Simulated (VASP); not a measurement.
**CaOs3: single point with PBE**

Crystal: CaOs3.

```
Ca Os
1.0
    -2.05864    2.05864    3.82150
     2.05864   -2.05864    3.82150
     2.05864    2.05864   -3.82150
Ca Os
1 3
Direct
  0.00000 0.00000 0.00000
  0.50000 0.50000 0.00000
  0.25000 0.75000 0.50000
  0.75000 0.25000 0.50000
```

```
Program                : VASP 6.6.1
Task                   : single point
Functional             : PBE
Potentials or basis    : VASP PAW PBE potentials, release 64 (Ca_sv, Os)
Cutoff                 : 520 eV
k mesh                 : 16 × 16 × 16
Occupations            : gaussian, width 0.1 eV
Spin                   : no spin polarisation
Dipole correction      : no
Further INCAR settings : ALGO = Fast; EDIFF = 1e-07; NBANDS = 25
```

```yaml
Pressure: 0.2 GPa
Band_gap_on_the_k_mesh: zero (bands 17 and 18 overlap by 1.13 eV)
```

Stress tensor (GPa, compression positive):
```
0.17 0.00 0.00
0.00 0.17 0.00
0.00 0.00 0.29
```

Levels at points of the mesh, in eV from the Fermi level:
```csv
k point,band 15,band 16,band 17,band 18,band 19,band 20
"(0.00, 0.00, 0.00)",-0.22,-0.22,-0.06,0.36,0.74,2.40
"(0.50, 0.00, 0.00)",-2.16,-1.31,-0.11,0.00,0.09,1.71
"(0.50, 0.50, 0.00)",-0.98,-0.47,0.05,0.40,0.89,1.06
"(0.50, 0.50, 0.50)",-0.43,0.44,0.87,1.16,1.16,1.76
```

Wall time 30 min on 1 thread of Oxide Virtual Turin-like Processor, on a shared host, peak memory 0.59 GiB.

Caveat: spin-orbit coupling is left out, which moves the levels of the heavy elements.
